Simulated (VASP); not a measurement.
# Al2Cu (Pmm2) in VASP: a series of runs

The runs below take Al2Cu through single point, with PBE.

Everything below comes from runs of VASP 6.6.1. Logs are shortened: lines on timing, memory, paths and dates and some standing lists are left out, and cuts for length are marked.

### Step 1. The cell of the first run

It takes space group Pmm2 (No. 25, orthorhombic). Conventional cell: a = 2.885 Å, b = 4.176 Å, c = 4.176 Å, α = 90.00°, β = 90.00°, γ = 90.00°. Al (site symmetry mm2) has 4 Cu at 2.54 Å and 6 Al at 2.88 to 2.98 Å within 3.3 Å. Al (site symmetry mm2) has 4 Cu at 2.50 to 2.58 Å and 6 Al at 2.88 to 2.98 Å within 3.3 Å. Within 3.3 Å of Cu (site symmetry mm2) lie 8 Al at 2.50 to 2.58 Å and 2 Cu at 2.88 Å.

### Step 2. Single point, PBE

File INCAR:

```
SYSTEM = Al2Cu
PREC = Accurate ; ENCUT = 520
EDIFF = 1E-6 ; ISMEAR = 0
SIGMA = 0.15 ; LREAL = .FALSE.
LASPH = .TRUE. ; NELM = 60
ALGO = Fast ; ISIF = 2
LWAVE = .FALSE. ; LCHARG = .FALSE.
GGA = PE ; NBANDS = 16
```

File KPOINTS:

```
regular mesh
0
G
  10 10 14
  0 0 0
```

File POSCAR:

```
Al2Cu
1.0
    4.1759740897      0.0000000000      0.0000000000
    0.0000000000      4.1759740897      0.0000000000
    0.0000000000      0.0000000000      2.8847334069
Al Cu
2 1
Direct
    0.5000000000      0.0019538196      0.5000000000
    0.0000000000      0.4913859260      0.5000000000
    0.0000000000      0.0028279343      0.0000000000
```

Potentials or basis: VASP PAW PBE potentials, release 64 (Al, Cu).

Run with:

```sh
$ cat potpaw_PBE.64/Al/POTCAR potpaw_PBE.64/Cu/POTCAR > POTCAR
$ mpirun -np 1 vasp_std > vasp.out
```

OUTCAR:

```text
SYSTEM = Al2Cu
   PREC = Accurate
   ENCUT = 520
   EDIFF = 1E-6
   ISMEAR = 0
   LREAL = .FALSE.
   LASPH = .TRUE.
   NELM = 60
   ISIF = 2
   GGA = PE

 ion  position               nearest neighbor table
   1  0.500  0.002  0.500-   3 2.54   3 2.54   3 2.54   3 2.54   2 2.92   2 2.92   2 2.98   2 2.98

   2  0.000  0.491  0.500-   3 2.50   3 2.50   3 2.58   3 2.58   1 2.92   1 2.92   1 2.98   1 2.98

   3  0.000  0.003  0.000-   2 2.50   2 2.50   1 2.54   1 2.54   1 2.54   1 2.54   2 2.58   2 2.58

  LATTYP: Found a simple tetragonal cell.
 ALAT       =     4.1759740897
 C/A-ratio  =     0.6907929372

  Lattice vectors:

 A1 = (   4.1759740897,   0.0000000000,   0.0000000000)
 A2 = (   0.0000000000,   4.1759740897,   0.0000000000)
 A3 = (   0.0000000000,   0.0000000000,   2.8847334069)

Analysis of symmetry for initial positions (statically):
=====================================================================
 Subroutine PRICEL returns:
 Original cell was already a primitive cell.

 Routine SETGRP: Setting up the symmetry group for a
 simple tetragonal supercell.

 Subroutine GETGRP returns: Found  4 space group operations
 (whereof  4 operations were pure point group operations)
 out of a pool of 16 trial point group operations.

The static configuration has the point symmetry C_2v.

Analysis of symmetry for dynamics (positions and initial velocities):
=====================================================================
 Subroutine PRICEL returns:
 Original cell was already a primitive cell.

 Routine SETGRP: Setting up the symmetry group for a
 simple tetragonal supercell.

 Subroutine GETGRP returns: Found  4 space group operations
 (whereof  4 operations were pure point group operations)
 out of a pool of 16 trial point group operations.

The dynamic configuration has the point symmetry C_2v.

 Subroutine INISYM returns: Found  4 space group operations
 (whereof  4 operations are pure point group operations),
 and found     1 'primitive' translations

----------------------------------------------------------------------------------------

                                     Primitive cell

  volume of cell :      50.3062

  direct lattice vectors                    reciprocal lattice vectors
     4.175974090  0.000000000  0.000000000     0.239465087  0.000000000  0.000000000
     0.000000000  4.175974090  0.000000000     0.000000000  0.239465087  0.000000000
     0.000000000  0.000000000  2.884733407     0.000000000  0.000000000  0.346652484

  length of vectors
     4.175974090  4.175974090  2.884733407     0.239465087  0.239465087  0.346652484

  position of ions in fractional coordinates (direct lattice)
     0.500000000  0.001953820  0.500000000
     0.000000000  0.491385926  0.500000000
     0.000000000  0.002827934  0.000000000

  ion indices of the primitive-cell ions
   primitive index   ion index
                 1           1
                 2           2
                 3           3

----------------------------------------------------------------------------------------

 KPOINTS: regular mesh

Automatic generation of k-mesh.
 Grid dimensions read from file:
 generate k-points for:   10   10   14

 Generating k-lattice:

  Cartesian coordinates                     Fractional coordinates (reciprocal lattice)
     0.023946509  0.000000000  0.000000000     0.100000000  0.000000000  0.000000000
     0.000000000  0.023946509  0.000000000     0.000000000  0.100000000  0.000000000
     0.000000000  0.000000000  0.024760892     0.000000000  0.000000000  0.071428571

  Length of vectors
     0.023946509  0.023946509  0.024760892

  Shift w.r.t. Gamma in fractional coordinates (k-lattice)
     0.000000000  0.000000000  0.000000000

 Subroutine IBZKPT returns following result:
 ===========================================

 Found    288 irreducible k-points:

 Following reciprocal coordinates:
            Coordinates               Weight
  0.000000  0.000000  0.000000      1.000000
  0.100000  0.000000  0.000000      2.000000
  0.000000  0.100000  0.000000      2.000000
  0.200000  0.000000  0.000000      2.000000
  0.000000  0.200000  0.000000      2.000000
  0.300000  0.000000  0.000000      2.000000
[... 16 lines left out ...]
 -0.200000  0.300000  0.000000      4.000000
  0.400000  0.200000  0.000000      4.000000
 [... further k-points ...]
   k-points           NKPTS =    288   k-points in BZ     NKDIM =    288   number of bands    NBANDS=     16
   number of dos      NEDOS =    301   number of ions     NIONS =      3
   total plane-waves  NPLWV =  24576
   dimension x,y,z NGX =    32 NGY =   32 NGZ =   24
   dimension x,y,z NGXF=    64 NGYF=   64 NGZF=   48
   ions per type =               2   1
   NGX,Y,Z   is equivalent  to a cutoff of  12.74, 12.74, 13.83 a.u.
   NGXF,Y,Z  is equivalent  to a cutoff of  25.48, 25.48, 27.66 a.u.
 SYSTEM =  Al2Cu
   PREC   = accura    normal or accurate (medium, high low for compatibility)
   ISTART =      0    job   : 0-new  1-cont  2-samecut
   ICHARG =      2    charge: 1-file 2-atom 10-const
   ISPIN  =      1    spin polarized calculation?
   LNONCOLLINEAR =      F non collinear calculations
   LSORBIT =      F    spin-orbit coupling
   LASPH  =      T    aspherical Exc in radial PAW
   ENCUT  =  520.0 eV  38.22 Ry    6.18 a.u.   7.76  7.76  5.36*2*pi/ulx,y,z
   NELM   =     60;   NELMIN=  2; NELMDL= -5     # of ELM steps
   EDIFF  = 0.1E-05   stopping-criterion for ELM
   LREAL  =      F    real-space projection
   EDIFFG = 0.1E-04   stopping-criterion for IOM
   NSW    =      0    number of steps for IOM
   IBRION =     -1    ionic relax: 0-MD 1-quasi-New 2-CG
   NFREE  =      0    steps in history (QN), initial steepest desc. (CG)
   ISIF   =      2    stress and relaxation
   ISYM   =      2    0-nonsym 1-usesym 2-fastsym
   POTIM  = 0.5000    time-step for ionic-motion
   TEBEG  =    0.0;   TEEND  =   0.0 temperature during run
   PSTRESS=    0.0 pullay stress
   NELECT =      17.0000    total number of electrons
   NUPDOWN=      -1.0000    fix difference up-down
   EMIN   =  10.00;   EMAX   =-10.00  energy-range for DOS
   EFERMI =   0.00;   METHOD = LEGACY
   ISMEAR =     0;   SIGMA  =   0.15  broadening in eV -4-tet -1-fermi 0-gaus
   EFERMI_NEDOS =   21; number of points for ismear=-14 and -15
   IALGO  =     68    algorithm
   IMIX   =      4    mixing-type and parameters
     AMIX     =   0.40;   BMIX     =  1.00
     AMIX_MAG =   1.60;   BMIX_MAG =  1.00
  volume/ion in A,a.u.               =      16.77       113.16
  Fermi-wavevector in a.u.,A,eV,Ry     =   1.140295  2.154846 17.691297  1.300274
  Thomas-Fermi vector in A             =   2.276998
   LORBIT       =      0    0 simple, 1 ext, 2 COOP (PROOUT), +10 PAW based schemes
   GGA     = PE    functional components
   LHFCALC =     F    Hartree Fock is set to
   AEXX    =    0.0000 exact exchange contribution
   IVDW    =     0    specifies the selected vdW correction
   LEPSILON=     F    determine dielectric tensor
   LRPA    =     F    only Hartree local field effects (RPA)
 non-spin polarized calculation
 RMM-DIIS sequential band-by-band and
 Gauss-broadening in eV      SIGMA  =   0.15
  energy-cutoff  :      520.00
  volume of cell :       50.31
 maximum number of plane-waves:      1378
   NGX = 15   NGY = 15   NGZ = 11

 number of electron      17.0000001 magnetization

 Free energy of the ion-electron system (eV)
  ---------------------------------------------------
  ext. energy  EPLUGINS =         0.00000000
  ---------------------------------------------------
  free energy    TOTEN  =       -11.28327447 eV

  energy without entropy =      -11.27209833  energy(sigma->0) =      -11.27768640

 E-fermi :   6.8237     XC(G=0): -10.2567

 val. band max:        6.8167943382   @ k =   0.0000   0.1000   0.0000
 cond. band min:       6.8243831208   @ k =  -0.1000   0.3000   0.2857
 fundamental gap:      0.0075887826
 Fermi energy:         6.8237470186

 k-point     1 :       0.0000    0.0000    0.0000
  band No.  band energies     occupation
      1      -3.4900      2.00000
      2       1.5124      2.00000
      3       2.0867      2.00000
      4       2.7043      2.00000
      5       2.9274      2.00000
      6       2.9294      2.00000
[... 8 lines left out ...]
     15      13.9527      0.00000
     16      18.9522      0.00000

 k-point     2 :       0.1000    0.0000    0.0000
  band No.  band energies     occupation
      1      -3.4087      2.00000
      2       1.4578      2.00000
      3       2.0663      2.00000
      4       2.6796      2.00000
      5       2.9267      2.00000
      6       2.9278      2.00000
[... 8 lines left out ...]
     15      14.8370      0.00000
     16      18.8315      0.00000

 k-point     3 :       0.0000    0.1000    0.0000
  band No.  band energies     occupation
      1      -3.4088      2.00000
      2       1.4580      2.00000
      3       2.0665      2.00000
      4       2.6797      2.00000
      5       2.9247      2.00000
      6       2.9298      2.00000
[... 8 lines left out ...]
     15      14.8353      0.00000
     16      18.8361      0.00000

 k-point     4 :       0.2000    0.0000    0.0000
  band No.  band energies     occupation
      1      -3.1683      2.00000
      2       1.1761      2.00000
      3       2.0174      2.00000
      4       2.6219      2.00000
      5       2.9197      2.00000
      6       2.9288      2.00000
[... 8 lines left out ...]
     15      16.5261      0.00000
     16      18.1185      0.00000

 k-point     5 :       0.0000    0.2000    0.0000
  band No.  band energies     occupation
      1      -3.1687      2.00000
      2       1.1776      2.00000
      3       2.0181      2.00000
      4       2.6223      2.00000
      5       2.9177      2.00000
      6       2.9308      2.00000
[... 8 lines left out ...]
     15      16.5249      0.00000
     16      18.1217      0.00000

 k-point     6 :       0.3000    0.0000    0.0000
  band No.  band energies     occupation
      1      -2.7826      2.00000
      2       0.5157      2.00000
      3       1.9932      2.00000
      4       2.5611      2.00000
      5       2.7534      2.00000
      6       2.9111      2.00000
[... 8 lines left out ...]
     15      17.2702      0.00000
     16      18.3749      0.00000

 k-point     7 :       0.0000    0.3000    0.0000
  band No.  band energies     occupation
      1      -2.7838      2.00000
      2       0.5195      2.00000
      3       1.9940      2.00000
      4       2.5615      2.00000
      5       2.7531      2.00000
      6       2.9090      2.00000
[... 8 lines left out ...]
     15      17.2752      0.00000
     16      18.3788      0.00000

 k-point     8 :       0.4000    0.0000    0.0000
  band No.  band energies     occupation
      1      -2.3022      2.00000
      2      -0.2614      2.00000
      3       1.9989      2.00000
      4       2.5186      2.00000
      5       2.6470      2.00000
      6       2.9041      2.00000
[... 8 lines left out ...]
     15      16.5117      0.00000
     16      18.3526      0.00000

 k-point     9 :       0.0000    0.4000    0.0000
  band No.  band energies     occupation
      1      -2.3053      2.00000
      2      -0.2551      2.00000
      3       1.9997      2.00000
      4       2.5184      2.00000
      5       2.6467      2.00000
      6       2.9021      2.00000
[... 8 lines left out ...]
     15      16.5191      0.00000
     16      18.3290      0.00000
[... 172 lines left out ...]
 k-point    19 :       0.5000    0.1000    0.0000
  band No.  band energies     occupation
      1      -1.9050      2.00000
      2      -0.6230      2.00000
      3       1.9828      2.00000
      4       2.4667      2.00000
      5       2.6257      2.00000
      6       2.9020      2.00000
[... 8 lines left out ...]
     15      16.2086      0.00000
     16      17.6869      0.00000

 k-point    20 :      -0.1000    0.5000    0.0000
  band No.  band energies     occupation
      1      -1.9108      2.00000
      2      -0.6136      2.00000
      3       1.9832      2.00000
      4       2.4661      2.00000
      5       2.6257      2.00000
      6       2.9000      2.00000
[... 8 lines left out ...]
     15      16.2182      0.00000
     16      17.6303      0.00000

 k-point    21 :       0.2000    0.2000    0.0000
  band No.  band energies     occupation
      1      -2.8458      2.00000
      2       1.1525      2.00000
      3       1.8244      2.00000
      4       2.4887      2.00000
      5       2.9192      2.00000
      6       2.9215      2.00000
[... 8 lines left out ...]
     15      17.1935      0.00000
     16      17.9768      0.00000

 k-point    22 :       0.3000    0.2000    0.0000
  band No.  band energies     occupation
      1      -2.4577      2.00000
      2       0.7141      2.00000
      3       1.7551      2.00000
      4       2.4144      2.00000
      5       2.8460      2.00000
      6       2.9128      2.00000
[... 8 lines left out ...]
     15      17.4334      0.00000
     16      17.9987      0.00000

 k-point    23 :      -0.2000    0.3000    0.0000
  band No.  band energies     occupation
      1      -2.4585      2.00000
      2       0.7176      2.00000
      3       1.7543      2.00000
      4       2.4143      2.00000
      5       2.8467      2.00000
      6       2.9108      2.00000
[... 8 lines left out ...]
     15      17.4377      0.00000
     16      17.9991      0.00000

 k-point    24 :       0.4000    0.2000    0.0000
  band No.  band energies     occupation
      1      -1.9708      2.00000
      2      -0.0075      2.00000
      3       1.8360      2.00000
      4       2.3668      2.00000
      5       2.6727      2.00000
      6       2.9061      2.00000
[... 8 lines left out ...]
     15      16.7314      0.00000
     16      18.2854      0.00000

 [... further k-points ...]

------------------------ aborting loop because EDIFF is reached ----------------------------------------

  FORCE on cell =-STRESS in cart. coord.  units (eV):
  Direction    XX          YY          ZZ          XY          YZ          ZX
  --------------------------------------------------------------------------------------
  -------------------------------------------------------------------------------------
  Total       -0.6789310     -0.6455211     -0.4436354      0.0000000      0.0000000      0.0000000
  in kB      -21.6229494    -20.5588928    -14.1291321      0.0000000      0.0000000      0.0000000
  external PRESSURE =     -18.7703247 kB  Pullay stress =       0.0000000 kB

 VOLUME and BASIS-vectors are now :
 -----------------------------------------------------------------------------
  energy-cutoff  :      520.00
  volume of cell :       50.31
      direct lattice vectors                 reciprocal lattice vectors
     4.175974090  0.000000000  0.000000000     0.239465087  0.000000000  0.000000000
     0.000000000  4.175974090  0.000000000     0.000000000  0.239465087  0.000000000
     0.000000000  0.000000000  2.884733407     0.000000000  0.000000000  0.346652484

 POSITION                                       TOTAL-FORCE (eV/Angst)
 -----------------------------------------------------------------------------------
      2.08799      0.00816      1.44237         0.000000     -0.079000      0.000000
      0.00000      2.05201      1.44237         0.000000      0.368324      0.000000
      0.00000      0.01181      0.00000         0.000000     -0.289324      0.000000
 -----------------------------------------------------------------------------------
    total drift:                                0.000000     -0.000743      0.000013

  FREE ENERGIE OF THE ION-ELECTRON SYSTEM (eV)
  ---------------------------------------------------
  free  energy   TOTEN  =       -11.2832744677 eV

  energy  without entropy=      -11.2720983331  energy(sigma->0) =      -11.27768640
```

Wall time 98 s (1 thread of Intel Xeon 6975P-C (Granite Rapids), shared host); peak memory 0.33 GiB.

What came out:

| Property | Result |
| --- | --- |
| Free energy | -11.2833 eV |
| Pressure | -1.9 GPa |
| Largest force | 0.368 eV/Å |

Forces on the atoms (eV/Å):
```
Al   0.000 -0.079  0.000
Al   0.000  0.368  0.000
Cu   0.000 -0.289  0.000
```

Stress tensor (GPa, compression positive):
```
-2.16  0.00  0.00
 0.00 -2.06  0.00
 0.00  0.00 -1.41
```

### Step 3. Single point, PBE

This run uses another cell than the first one, of 15.47 Å³/atom, 0.923 times its volume.

File INCAR:

```
SYSTEM = Al2Cu
ALGO = Fast ; EDIFF = 1E-7
ENCUT = 520 ; GGA = PE
ISIF = 2 ; ISMEAR = 0
LASPH = .TRUE. ; LCHARG = .FALSE.
LREAL = .FALSE. ; LWAVE = .FALSE.
NBANDS = 16 ; NELM = 100
PREC = Accurate ; SIGMA = 0.15
```

File KPOINTS:

```
k-points
0
G
  10 10 14
  0 0 0
```

File POSCAR:

```
Al2Cu
1.0
    4.0111275847      0.0000000000      0.0000000000
    0.0000000000      4.0111275847      0.0000000000
    0.0000000000      0.0000000000      2.8847334069
Al Cu
2 1
Direct
    0.5000000000      0.0039076392      0.5000000000
    0.0000000000      0.4827718519      0.5000000000
    0.0000000000      0.0056558685      0.0000000000
```

Potentials or basis: VASP PAW PBE potentials, release 64 (Al, Cu).

Run with:

```sh
$ cat potpaw_PBE.64/Al/POTCAR potpaw_PBE.64/Cu/POTCAR > POTCAR
$ mpirun -np 1 vasp_std > vasp.out
```

Run time: 4.3 min. Hardware: 1 thread of Intel Xeon Platinum 8488C (Sapphire Rapids), shared host; peak memory 0.31 GiB.

The run converged. Its results:

```
Free energy   : -11.2030 eV
Pressure      : 6.2 GPa
Largest force : 0.991 eV/Å
```

Forces on the atoms (eV/Å):
```
Al   0.000 -0.245  0.000
Al   0.000  0.991  0.000
Cu   0.000 -0.745  0.000
```

Stress tensor (GPa, compression positive):
```
7.01 0.00 0.00
0.00 7.39 0.00
0.00 0.00 4.23
```

Levels at points of the mesh, in eV from the Fermi level:
| k point | band 6 | band 7 | band 8 | band 9 | band 10 | band 11 | band 12 | band 13 |
| --- | --- | --- | --- | --- | --- | --- | --- | --- |
| (0.00, 0.00, 0.00) | -4.18 | -2.32 | -2.30 | 0.29 | 1.02 | 5.76 | 6.72 | 6.72 |
| (0.50, 0.00, 0.00) | -4.22 | -4.19 | -0.90 | 1.74 | 1.99 | 2.33 | 7.22 | 8.70 |
| (0.00, 0.50, 0.00) | -4.23 | -4.18 | -0.94 | 1.78 | 1.97 | 2.35 | 7.20 | 8.73 |
| (0.50, 0.50, 0.00) | -4.26 | -4.22 | -4.21 | -2.44 | 8.71 | 8.72 | 9.11 | 10.24 |
| (0.00, 0.00, 0.50) | -4.16 | -3.14 | 2.61 | 2.62 | 2.75 | 2.85 | 2.97 | 3.11 |
| (0.50, 0.00, 0.50) | -4.21 | -3.15 | -2.58 | -1.76 | 3.76 | 4.21 | 4.46 | 5.41 |
| (0.00, 0.50, 0.50) | -4.23 | -3.15 | -2.55 | -1.76 | 3.72 | 4.17 | 4.57 | 5.33 |
| (0.50, 0.50, 0.50) | -3.65 | -2.27 | -2.27 | -1.06 | -0.88 | 0.04 | 0.05 | 2.42 |

[end of part 1 of 2]
